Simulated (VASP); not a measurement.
Input of a VASP 6.6.1 run:

File INCAR:

```
  PREC = Accurate
  ENCUT = 520
  EDIFF = 1E-6
  ISMEAR = 0
  SIGMA = 0.1
  LREAL = False
  LASPH = True
  NELM = 150
  ALGO = Normal
  ISIF = 2
  LWAVE = False
  LCHARG = False
  ISPIN = 2
  MAGMOM = 0 1 0
  LORBIT = 11
  LMAXMIX = 4
  GGA = PE
  NBANDS = 21
```

KPOINTS

```
Automatic mesh
0
Gamma
  6 6 4
```

Contents of POSCAR:

```
LiZrN
1.0
    3.1495042407      0.0000000000      0.0000000000
    0.0000000000      3.1495042407      0.0000000000
    0.0000000000      0.0000000000      4.1753902787
Li Zr N
1 1 1
Direct
    0.0000000000      0.0000000000      0.5000000000
    0.5000000000      0.5000000000      0.0000000000
    0.0000000000      0.0000000000      0.0000000000
```

Potentials or basis: VASP PAW PBE potentials, release 64 (Li_sv, Zr_sv, N).

The run is started by

```sh
$ cat potpaw_PBE.64/Li_sv/POTCAR potpaw_PBE.64/Zr_sv/POTCAR potpaw_PBE.64/N/POTCAR > POTCAR
$ mpirun -np 1 vasp_std > vasp.out
```

(1) Estimate the net moment.

(2) What does it give for the band gap on the k mesh?

Results:

(1) 0.00 μB per cell.

(2) zero (filled and empty bands overlap).

Caveat: the k points lie up to 0.38 Å⁻¹ apart.
